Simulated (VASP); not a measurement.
# SrO (P6_3/mmc) in VASP: settings compared, part 2 of 2

VASP 6.6.1.

## (5) Single point, r2SCAN (volume changed by -3%)

Input file POSCAR:

```
SrO
1.0
    4.2268963653      0.0000000000      0.0000000000
   -2.1134481827      3.6605996315      0.0000000000
    0.0000000000      0.0000000000      5.0924791674
Sr O
2 2
Direct
    0.3333333333      0.6666666667     -0.0625000000
    0.6666666667      0.3333333333      0.4375000000
    0.3333333333      0.6666666667      0.4375000000
    0.6666666667      0.3333333333      0.9375000000
```

Input file INCAR.step1:

```
PREC     = Accurate       # precision mode
ENCUT    = 520            # plane-wave cutoff, eV
ISMEAR   = 0              # smearing method
SIGMA    = 0.01           # smearing width, eV
LREAL    = False          # projectors in reciprocal space
LASPH    = True           # aspherical terms in the spheres
NELM     = 60             # most SCF steps
NBANDS   = 24             # bands
GGA      = PE             # functional
ALGO     = Normal         # electronic algorithm
EDIFF    = 1E-4           # SCF threshold, eV
LWAVE    = True           # write WAVECAR
LCHARG   = False          # write CHGCAR
```

Input file INCAR.step2:

```
PREC     = Accurate       # precision mode
ENCUT    = 520            # plane-wave cutoff, eV
EDIFF    = 1E-7           # SCF threshold, eV
ISMEAR   = 0              # smearing method
SIGMA    = 0.01           # smearing width, eV
LREAL    = False          # projectors in reciprocal space
LASPH    = True           # aspherical terms in the spheres
NELM     = 60             # most SCF steps
ALGO     = Normal         # electronic algorithm
ISIF     = 2              # what is computed and relaxed
LWAVE    = False          # write WAVECAR
LCHARG   = False          # write CHGCAR
METAGGA  = R2SCAN         # meta-GGA
LMIXTAU  = True         
NBANDS   = 24             # bands
ISTART   = 1
```

Input file KPOINTS:

```
regular mesh
0
Gamma
  6 6 4
```

Potentials or basis: VASP PAW PBE potentials, release 64 (Sr_sv, O).

The run is started by

```bash
$ cat potpaw_PBE.64/Sr_sv/POTCAR potpaw_PBE.64/O/POTCAR > POTCAR
$ cp INCAR.step1 INCAR
$ mpirun -np 1 vasp_std > vasp.out
$ cp INCAR.step2 INCAR
$ mpirun -np 1 vasp_std > vasp.out
```

OUTCAR:

```text
PREC = Accurate
   ENCUT = 520
   EDIFF = 1E-7
   ISMEAR = 0
   LREAL = False
   LASPH = True
   NELM = 60
   ISIF = 2
   METAGGA = R2SCAN
   ISTART = 1

 ion  position               nearest neighbor table
   1  0.333  0.667  0.938-   4 2.44   4 2.44   4 2.44   3 2.55   3 2.55   2 3.53   2 3.53   2 3.53
                             2 3.53   2 3.53   2 3.53
   2  0.667  0.333  0.438-   3 2.44   3 2.44   3 2.44   4 2.55   4 2.55   1 3.53   1 3.53   1 3.53
                             1 3.53   1 3.53   1 3.53
   3  0.333  0.667  0.438-   2 2.44   2 2.44   2 2.44   1 2.55   1 2.55
   4  0.667  0.333  0.938-   1 2.44   1 2.44   1 2.44   2 2.55   2 2.55

  LATTYP: Found a hexagonal cell.
 ALAT       =     4.2268963653
 C/A-ratio  =     1.2047797550

  Lattice vectors:

 A1 = (   4.2268963653,   0.0000000000,   0.0000000000)
 A2 = (  -2.1134481827,   3.6605996315,   0.0000000000)
 A3 = (   0.0000000000,   0.0000000000,   5.0924791674)

Analysis of symmetry for initial positions (statically):
=====================================================================
 Subroutine PRICEL returns:
[... 173 lines left out ...]

 E-fermi :   0.6792     XC(G=0):  -9.6291

 val. band max:        0.5738692092   @ k =   0.0000   0.0000   0.0000
 cond. band min:       3.6902799295   @ k =   0.0000   0.0000   0.0000
 fundamental gap:      3.1164107202
 Fermi energy:         0.6791578843

 k-point     1 :       0.0000    0.0000    0.0000
  band No.  band energies     occupation
      1     -32.7827      2.00000
      2     -32.5881      2.00000
      3     -15.4799      2.00000
      4     -15.4435      2.00000
      5     -14.7486      2.00000
      6     -14.3096      2.00000
[... 556 lines left out ...]
     23      10.7336      0.00000
     24      10.7336      0.00000

------------------------ aborting loop because EDIFF is reached ----------------------------------------

  FORCE on cell =-STRESS in cart. coord.  units (eV):
  Direction    XX          YY          ZZ          XY          YZ          ZX
  --------------------------------------------------------------------------------------
  -------------------------------------------------------------------------------------
  Total        1.4216061      1.4216061      1.5615944     -0.0000000      0.0000000      0.0000000
  in kB       28.9059186     28.9059186     31.7523397     -0.0000000      0.0000000      0.0000000
  external PRESSURE =      29.8547257 kB  Pullay stress =       0.0000000 kB

 VOLUME and BASIS-vectors are now :
 -----------------------------------------------------------------------------
  energy-cutoff  :      520.00
  volume of cell :       78.80
      direct lattice vectors                 reciprocal lattice vectors
     4.226896365  0.000000000  0.000000000     0.236580203  0.136589644  0.000000000
    -2.113448183  3.660599631  0.000000000     0.000000000  0.273179288  0.000000000
     0.000000000  0.000000000  5.092479167     0.000000000  0.000000000  0.196368010

 POSITION                                       TOTAL-FORCE (eV/Angst)
 -----------------------------------------------------------------------------------
     -0.00000      2.44040      4.77420        -0.000000     -0.000000     -0.000000
      2.11345      1.22020      2.22796         0.000000      0.000000      0.000000
     -0.00000      2.44040      2.22796         0.000000     -0.000000     -0.000000
      2.11345      1.22020      4.77420        -0.000000      0.000000     -0.000000
 -----------------------------------------------------------------------------------
    total drift:                               -0.000000      0.000000      0.000000

  FREE ENERGIE OF THE ION-ELECTRON SYSTEM (eV)
  ---------------------------------------------------
  free  energy   TOTEN  =       -53.7364192679 eV

  energy  without entropy=      -53.7364192679  energy(sigma->0) =      -53.73641927
```

OUTCAR.step1:

```text
PREC = Accurate
   ENCUT = 520
   ISMEAR = 0
   LREAL = False
   LASPH = True
[... 794 lines left out ...]
     -0.00000      2.44040      4.77420         0.000000     -0.000000     -0.000000
      2.11345      1.22020      2.22796        -0.000000      0.000000      0.000000
     -0.00000      2.44040      2.22796        -0.000000     -0.000000     -0.000000
      2.11345      1.22020      4.77420         0.000000      0.000000     -0.000000
 -----------------------------------------------------------------------------------
    total drift:                               -0.000000      0.000000      0.000000

  FREE ENERGIE OF THE ION-ELECTRON SYSTEM (eV)
  ---------------------------------------------------
  free  energy   TOTEN  =       -23.8482739640 eV

  energy  without entropy=      -23.8482739640  energy(sigma->0) =      -23.84827396
```

OSZICAR.step1:

```text
N       E                     dE             d eps       ncg     rms          rms(c)
DAV:   1     0.195023077700E+03    0.19502E+03   -0.16180E+04  1008   0.125E+03
DAV:   2    -0.162939606496E+02   -0.21132E+03   -0.19877E+03  1392   0.286E+02
DAV:   3    -0.293209125702E+02   -0.13027E+02   -0.12948E+02  1568   0.662E+01
DAV:   4    -0.296647185914E+02   -0.34381E+00   -0.34362E+00  1432   0.881E+00
DAV:   5    -0.296687370059E+02   -0.40184E-02   -0.40184E-02  1448   0.942E-01    0.253E+01
DAV:   6    -0.241222575446E+02    0.55465E+01   -0.25454E+01  1136   0.269E+01    0.303E+01
DAV:   7    -0.239542599698E+02    0.16800E+00   -0.19159E+00  1392   0.788E+00    0.180E+01
DAV:   8    -0.238448302426E+02    0.10943E+00   -0.55300E-01  1216   0.508E+00    0.271E+00
DAV:   9    -0.238408630853E+02    0.39672E-02   -0.65010E-02  1352   0.159E+00    0.505E-01
DAV:  10    -0.238474925641E+02   -0.66295E-02   -0.73491E-03  1112   0.527E-01    0.270E-01
DAV:  11    -0.238479328465E+02   -0.44028E-03   -0.21966E-03  1280   0.258E-01    0.123E-01
DAV:  12    -0.238482849557E+02   -0.35211E-03   -0.66170E-04  1056   0.129E-01    0.444E-02
DAV:  13    -0.238482739640E+02    0.10992E-04   -0.41110E-05   936   0.409E-02
   1 F= -.23848274E+02 E0= -.23848274E+02  d E =-.285543-103
```

Run time: 2.3 min. Hardware: 1 thread of Intel Xeon Platinum 8259CL at 2.50GHz (Skylake/Cascade Lake), shared host; peak memory 0.22 GiB.

Results:

- Free energy: -53.7364 eV
- Pressure: 3.0 GPa
- Band gap on the k mesh: 3.12 eV, direct

Levels at points of the mesh, in eV from the valence-band top:
```
           k point  band 13  band 14  band 15  band 16  band 17  band 18  band 19  band 20
(0.00, 0.00, 0.00)    -0.91    -0.91    -0.27     0.00     3.12     6.80     6.80     7.87
(0.50, 0.00, 0.00)    -0.34    -0.32    -0.32    -0.28     4.68     5.30     5.66     8.06
(0.00, 0.00, 0.50)    -1.14    -1.14    -1.14    -1.14     4.83     4.83     8.64     8.64
(0.50, 0.00, 0.50)    -0.94    -0.94    -0.43    -0.43     5.36     5.36     8.12     8.12
```

Caveat: the PAW data sets were made with another functional, which shifts forces and pressure a little.

## (6) The runs side by side

```tsv
level	cell	gap on the mesh (eV)	pressure (GPa)
PBE	a = 4.333, b = 4.333, c = 5.236 Å, angles 90.0, 90.0, 120.0°, 4 atoms	2.50	-1.5
PBE	a = 4.374, b = 4.374, c = 5.286 Å, angles 90.0, 90.0, 120.0°, 4 atoms	2.41	-3.2
r2SCAN	a = 4.183, b = 4.183, c = 5.039 Å, angles 90.0, 90.0, 120.0°, 4 atoms	3.21	6.0
r2SCAN	a = 4.227, b = 4.227, c = 5.092 Å, angles 90.0, 90.0, 120.0°, 4 atoms	3.12	3.0
```

Alike in all rows: task single point; potentials or basis VASP PAW PBE potentials, release 64 (Sr_sv, O); no spin polarisation; k mesh 6 × 6 × 4; cutoff (eV) 520; smearing gaussian 0.01 eV.

Caveats: the PAW data sets were made with another functional, which shifts forces and pressure a little (some runs).

Total energies depend on the potentials used, so only differences within one code and one set of settings carry meaning.
